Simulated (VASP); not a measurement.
A run of VASP 6.6.1 is set up as follows.

The input INCAR:

```
SYSTEM = InP
PREC = Accurate
ENCUT = 520
EDIFF = 1E-6
ISMEAR = 0
SIGMA = 0.15
LREAL = .FALSE.
LASPH = .TRUE.
NELM = 60
ALGO = Normal
ISIF = 2
LWAVE = .FALSE.
LCHARG = .FALSE.
GGA = PE
NBANDS = 16
```

File KPOINTS:

```
regular mesh
0
G
  18 18 18
  0 0 0
```

Contents of POSCAR:

```
InP
1.0
    0.0000000000      2.8532652270      2.6870556022
    2.8532652270      0.0000000000      2.6870556022
    2.8532652270      2.8532652270      0.0000000000
In P
1 1
Direct
    0.0000000000      0.0000000000      0.0000000000
    0.5000000000      0.5000000000      0.5000000000
```

Potentials or basis: VASP PAW PBE potentials, release 64 (In_d, P).

The run is started by

```sh
$ cat potpaw_PBE.64/In_d/POTCAR potpaw_PBE.64/P/POTCAR > POTCAR
$ mpirun -np 1 vasp_std > vasp.out
```

Predict the band gap on the k mesh.

zero (bands 9 and 10 overlap by 2.69 eV).

Predict the pressure.

-1.5 GPa.

Stress tensor (GPa, compression positive):
```
-3.59  0.00  0.00
 0.00 -3.59  0.00
 0.00  0.00  2.64
```

Caveat: the cell differs from its parent crystal (strain +0.030 along x and y, -0.030 along z); the stress differs along the axes, from -4 to 3 GPa; spin-orbit coupling is left out, which moves the levels of the heavy elements.
